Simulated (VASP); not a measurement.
# Ni (Fm-3m) in VASP: a series of runs

Ni is run at these levels: LDA+U; tasks: single point.

Everything below comes from runs of VASP 6.6.1. Logs are shortened: lines on timing, memory, paths and dates and some standing lists are left out, and cuts for length are marked.

## 1. The cell of the first run

Symmetry: Fm-3m, No. 225, cubic system. Conventional cell: a = 3.562 Å, b = 3.562 Å, c = 3.562 Å, α = 90.00°, β = 90.00°, γ = 90.00°. Within 3.3 Å of Ni (site symmetry m-3m) lie 12 Ni at 2.52 Å.

## 2. Single point, LDA+U, collinear spin, ferromagnetic start

INCAR

```
SYSTEM = Ni
ALGO = Normal
EDIFF = 1E-6
ENCUT = 520
ISIF = 2
ISMEAR = 0
ISPIN = 2
LASPH = .TRUE.
LCHARG = .TRUE.
LDAU = .TRUE.
LDAUJ = 0
LDAUL = 2
LDAUPRINT = 1
LDAUTYPE = 2
LDAUU = 4.2
LELF = .TRUE.
LMAXMIX = 4
LORBIT = 11
LREAL = .FALSE.
LVHAR = .TRUE.
LWAVE = .FALSE.
MAGMOM = 2
NBANDS = 15
NELM = 150
PREC = Accurate
SIGMA = 0.05
```

KPOINTS

```
k-points
0
G
  15 15 15
  0 0 0
```

POSCAR

```
Ni
1.0
    0.0000000000      1.7810000000      1.7810000000
    1.7810000000      0.0000000000      1.7810000000
    1.7810000000      1.7810000000      0.0000000000
Ni
1
Direct
    0.0000000000      0.0000000000      0.0000000000
```

Potentials or basis: VASP PAW LDA potentials, release 64 (Ni).

The run is started by

```console
$ cat potpaw_LDA.64/Ni/POTCAR > POTCAR
$ mpirun -np 1 vasp_std > vasp.out
```

OUTCAR:

```text
SYSTEM = Ni
   EDIFF = 1E-6
   ENCUT = 520
   ISIF = 2
   ISMEAR = 0
   ISPIN = 2
   LASPH = .TRUE.
   LORBIT = 11
   LREAL = .FALSE.
   NELM = 150
   PREC = Accurate

 ion  position               nearest neighbor table
   1  0.000  0.000  0.000-

  LATTYP: Found a face centered cubic cell.
 ALAT       =     3.5620000000

  Lattice vectors:

 A1 = (   0.0000000000,   1.7810000000,   1.7810000000)
 A2 = (   1.7810000000,   0.0000000000,   1.7810000000)
 A3 = (   1.7810000000,   1.7810000000,   0.0000000000)

Analysis of symmetry for initial positions (statically):
=====================================================================
 Subroutine PRICEL returns:
 Original cell was already a primitive cell.

 Routine SETGRP: Setting up the symmetry group for a
 face centered cubic supercell.

 Subroutine GETGRP returns: Found 48 space group operations
 (whereof 48 operations were pure point group operations)
 out of a pool of 48 trial point group operations.

The static configuration has the point symmetry O_h .

Analysis of symmetry for dynamics (positions and initial velocities):
=====================================================================
 Subroutine PRICEL returns:
 Original cell was already a primitive cell.

 Routine SETGRP: Setting up the symmetry group for a
 face centered cubic supercell.

 Subroutine GETGRP returns: Found 48 space group operations
 (whereof 48 operations were pure point group operations)
 out of a pool of 48 trial point group operations.

The dynamic configuration has the point symmetry O_h .

Analysis of structural, dynamic, and magnetic symmetry:
=====================================================================
 Subroutine PRICEL returns:
 Original cell was already a primitive cell.

 Routine SETGRP: Setting up the symmetry group for a
 face centered cubic supercell.

 Subroutine GETGRP returns: Found 48 space group operations
 (whereof 48 operations were pure point group operations)
 out of a pool of 48 trial point group operations.

The overall configuration has the point symmetry O_h .

 Subroutine INISYM returns: Found 48 space group operations
 (whereof 48 operations are pure point group operations),
 and found     1 'primitive' translations

----------------------------------------------------------------------------------------

                                     Primitive cell

  volume of cell :      11.2985

  direct lattice vectors                    reciprocal lattice vectors
     0.000000000  1.781000000  1.781000000    -0.280741157  0.280741157  0.280741157
     1.781000000  0.000000000  1.781000000     0.280741157 -0.280741157  0.280741157
     1.781000000  1.781000000  0.000000000     0.280741157  0.280741157 -0.280741157

  length of vectors
     2.518714355  2.518714355  2.518714355     0.486257947  0.486257947  0.486257947

  position of ions in fractional coordinates (direct lattice)
     0.000000000  0.000000000  0.000000000

  ion indices of the primitive-cell ions
   primitive index   ion index
                 1           1

----------------------------------------------------------------------------------------

[... 52 lines left out ...]
   number of dos      NEDOS =    301   number of ions     NIONS =      1
   total plane-waves  NPLWV =   8000
   dimension x,y,z NGX =    20 NGY =   20 NGZ =   20
   dimension x,y,z NGXF=    40 NGYF=   40 NGZF=   40
   ions per type =               1
   NGX,Y,Z   is equivalent  to a cutoff of  13.20, 13.20, 13.20 a.u.
   NGXF,Y,Z  is equivalent  to a cutoff of  26.40, 26.40, 26.40 a.u.
 SYSTEM =  Ni
   PREC   = accura    normal or accurate (medium, high low for compatibility)
   ISTART =      0    job   : 0-new  1-cont  2-samecut
   ICHARG =      2    charge: 1-file 2-atom 10-const
   ISPIN  =      2    spin polarized calculation?
   LNONCOLLINEAR =      F non collinear calculations
   LSORBIT =      F    spin-orbit coupling
   LASPH  =      T    aspherical Exc in radial PAW
   ENCUT  =  520.0 eV  38.22 Ry    6.18 a.u.   4.68  4.68  4.68*2*pi/ulx,y,z
   NELM   =    150;   NELMIN=  2; NELMDL= -5     # of ELM steps
   EDIFF  = 0.1E-05   stopping-criterion for ELM
   LREAL  =      F    real-space projection
[... 7 lines left out ...]
   TEBEG  =    0.0;   TEEND  =   0.0 temperature during run
   PSTRESS=    0.0 pullay stress
   NELECT =      10.0000    total number of electrons
   NUPDOWN=      -1.0000    fix difference up-down
   EMIN   =  10.00;   EMAX   =-10.00  energy-range for DOS
   EFERMI =   0.00;   METHOD = LEGACY
   ISMEAR =     0;   SIGMA  =   0.05  broadening in eV -4-tet -1-fermi 0-gaus
   EFERMI_NEDOS =   21; number of points for ismear=-14 and -15
   IALGO  =     38    algorithm
   IMIX   =      4    mixing-type and parameters
     AMIX     =   0.40;   BMIX     =  1.00
     AMIX_MAG =   1.60;   BMIX_MAG =  1.00
  volume/ion in A,a.u.               =      11.30        76.25
  Fermi-wavevector in a.u.,A,eV,Ry     =   1.571813  2.970296 33.614506  2.470597
  Thomas-Fermi vector in A             =   2.673341
   LORBIT       =     11    0 simple, 1 ext, 2 COOP (PROOUT), +10 PAW based schemes
 LDA+U is selected, type is set to LDAUTYPE =  2
   angular momentum for each species LDAUL =     2
   U (eV)           for each species LDAUU =   4.2
   J (eV)           for each species LDAUJ =   0.0
   GGA     = CA    functional components
   LHFCALC =     F    Hartree Fock is set to
   AEXX    =    0.0000 exact exchange contribution
   IVDW    =     0    specifies the selected vdW correction
   LEPSILON=     F    determine dielectric tensor
   LRPA    =     F    only Hartree local field effects (RPA)
 spin polarized calculation
 Gauss-broadening in eV      SIGMA  =   0.05
  energy-cutoff  :      520.00
  volume of cell :       11.30
 maximum number of plane-waves:       322
   NGX =  9   NGY =  9   NGZ =  9

atom =   1  type =  1  l = 2

 onsite density matrix

spin component  1

  0.9226  0.0000  0.0000  0.0000  0.0000
  0.0000  0.9226 -0.0000 -0.0000 -0.0000
  0.0000 -0.0000  0.9311  0.0000 -0.0000
  0.0000 -0.0000  0.0000  0.9226 -0.0000
  0.0000 -0.0000 -0.0000 -0.0000  0.9311

spin component  2

  0.6955 -0.0000 -0.0000 -0.0000 -0.0000
 -0.0000  0.6955  0.0000  0.0000  0.0000
 -0.0000  0.0000  0.8999 -0.0000  0.0000
 -0.0000  0.0000 -0.0000  0.6955 -0.0000
 -0.0000  0.0000  0.0000 -0.0000  0.8999

 occupancies and eigenvectors

  o =  0.6955  v =  0.0000  0.0000  0.0000  0.0000  0.0000  1.0000  0.0000  0.0000  0.0000  0.0000      0.0000  0.0000  0.0000  0.0000  0.0000  0.0000  0.0000  0.0000  0.0000  0.0000
  o =  0.6955  v =  0.0000  0.0000  0.0000  0.0000  0.0000  0.0000 -0.4698  0.0000 -0.8828  0.0000      0.0000  0.0000  0.0000  0.0000  0.0000  0.0000  0.0000  0.0000  0.0000  0.0000
  o =  0.6955  v =  0.0000  0.0000  0.0000  0.0000  0.0000  0.0000 -0.8828  0.0000  0.4698  0.0000      0.0000  0.0000  0.0000  0.0000  0.0000  0.0000  0.0000  0.0000  0.0000  0.0000
  o =  0.8999  v =  0.0000  0.0000  0.0000  0.0000  0.0000  0.0000  0.0000 -0.1810 -0.0000  0.9835      0.0000  0.0000  0.0000  0.0000  0.0000  0.0000  0.0000  0.0000  0.0000  0.0000
  o =  0.8999  v =  0.0000  0.0000  0.0000  0.0000  0.0000  0.0000 -0.0000 -0.9835 -0.0000 -0.1810      0.0000  0.0000  0.0000  0.0000  0.0000  0.0000  0.0000  0.0000  0.0000  0.0000
  o =  0.9226  v =  0.0000 -0.9721  0.0000 -0.2347 -0.0000  0.0000  0.0000  0.0000  0.0000  0.0000      0.0000  0.0000  0.0000  0.0000  0.0000  0.0000  0.0000  0.0000  0.0000  0.0000
  o =  0.9226  v =  1.0000  0.0000  0.0000  0.0000  0.0000  0.0000  0.0000  0.0000  0.0000  0.0000      0.0000  0.0000  0.0000  0.0000  0.0000  0.0000  0.0000  0.0000  0.0000  0.0000
  o =  0.9226  v =  0.0000 -0.2347  0.0000  0.9721 -0.0000  0.0000  0.0000  0.0000  0.0000  0.0000      0.0000  0.0000  0.0000  0.0000  0.0000  0.0000  0.0000  0.0000  0.0000  0.0000
  o =  0.9311  v =  0.0000 -0.0000  0.2160  0.0000  0.9764  0.0000  0.0000  0.0000  0.0000  0.0000      0.0000  0.0000  0.0000  0.0000  0.0000  0.0000  0.0000  0.0000  0.0000  0.0000
  o =  0.9311  v =  0.0000 -0.0000 -0.9764  0.0000  0.2160  0.0000  0.0000  0.0000  0.0000  0.0000      0.0000  0.0000  0.0000  0.0000  0.0000  0.0000  0.0000  0.0000  0.0000  0.0000

 number of electron      10.0000003 magnetization       0.6638346

 Free energy of the ion-electron system (eV)
  ---------------------------------------------------
  ext. energy  EPLUGINS =         0.00000000
  ---------------------------------------------------
  free energy    TOTEN  =        -3.85759724 eV

  energy without entropy =       -3.85606191  energy(sigma->0) =       -3.85682958

 E-fermi :   8.0215     XC(G=0): -13.3241

 val. band max:        8.0148780752   @ k =  -0.4667   0.2667   0.1333
 cond. band min:       8.0321361538   @ k =  -0.3333   0.2667   0.0667
 fundamental gap:      0.0172580786
 Fermi energy:         8.0214699444

 spin component 1

 k-point     1 :       0.0000    0.0000    0.0000
  band No.  band energies     occupation
      1      -0.1905      1.00000
      2       4.8448      1.00000
      3       4.8448      1.00000
      4       4.8448      1.00000
      5       6.0345      1.00000
      6       6.0345      1.00000
      7      31.9719      0.00000
      8      35.4670      0.00000
      9      35.4670      0.00000
     10      35.4670      0.00000
     11      35.8586      0.00000
     12      35.8586      0.00000
[... 841 lines left out ...]
      4       6.7383      1.00000
      5       6.9870      1.00000
      6       7.0865      1.00000
      7      27.5599      0.00000
      8      30.0319      0.00000
      9      30.4680      0.00000
     10      32.5037      0.00000
     11      36.9042      0.00000
     12      41.1398      0.00000
     13      42.9827      0.00000
     14      43.6033      0.00000
     15      46.9288      0.00000

 [... further k-points ...]
[... 5 lines left out ...]
  --------------------------------------------------------------------------------------
  -------------------------------------------------------------------------------------
  Total       -2.0178169     -2.0178169     -2.0178169      0.0000000      0.0000000      0.0000000
  in kB     -286.1347329   -286.1347329   -286.1347329      0.0000000      0.0000000      0.0000000
  external PRESSURE =    -286.1347329 kB  Pullay stress =       0.0000000 kB

 VOLUME and BASIS-vectors are now :
 -----------------------------------------------------------------------------
  energy-cutoff  :      520.00
  volume of cell :       11.30
      direct lattice vectors                 reciprocal lattice vectors
     0.000000000  1.781000000  1.781000000    -0.280741157  0.280741157  0.280741157
     1.781000000  0.000000000  1.781000000     0.280741157 -0.280741157  0.280741157
     1.781000000  1.781000000  0.000000000     0.280741157  0.280741157 -0.280741157

 POSITION                                       TOTAL-FORCE (eV/Angst)
 -----------------------------------------------------------------------------------
      0.00000      0.00000      0.00000         0.000000     -0.000000     -0.000000
 -----------------------------------------------------------------------------------
    total drift:                                0.000000      0.000000      0.000000

  FREE ENERGIE OF THE ION-ELECTRON SYSTEM (eV)
  ---------------------------------------------------
  free  energy   TOTEN  =        -3.8575972429 eV

  energy  without entropy=       -3.8560619094  energy(sigma->0) =       -3.85682958

 total charge

# of ion       s       p       d       tot
------------------------------------------
    1        0.463   0.407   8.487   9.357

 magnetization (x)

# of ion       s       p       d       tot
------------------------------------------
    1       -0.014  -0.036   0.745   0.694
```

It took 33 s on 1 thread of Intel Xeon Platinum 8488C (Sapphire Rapids), shared host; peak memory 0.14 GiB.

What came out:

| Quantity | Value |
| --- | --- |
| Free energy | -3.8576 eV |
| Pressure | -28.6 GPa |
| Net moment | 0.66 μB per cell |
| Site moments | Ni +0.69 μB |
| Valence electrons inside the program's atomic spheres | Ni 9.36 |

Levels at points of the mesh, in eV from the Fermi level:
Spin up:
```csv
k point,band 1,band 2,band 3,band 4,band 5,band 6,band 7,band 8,band 9,band 10
"(0.00, 0.00, 0.00)",-8.21,-3.18,-3.18,-3.18,-1.99,-1.99,23.95,27.45,27.45,27.45
```
Spin down:
| k point | band 3 | band 4 | band 5 | band 6 | band 7 | band 8 |
| --- | --- | --- | --- | --- | --- | --- |
| (0.00, 0.00, 0.00) | -1.49 | -1.49 | -1.30 | -1.30 | 23.85 | 27.44 |

Eigenvalues of the final occupation matrices:
```csv
site,spin,trace,eigenvalues
site 1 d,1,4.63,0.92 0.92 0.92 0.93 0.93
site 1 d,2,3.89,0.70 0.70 0.70 0.90 0.90
```

Caveat: the U is typed as a test and isn't derived for this compound.

(Continued in part 2 of 2.)
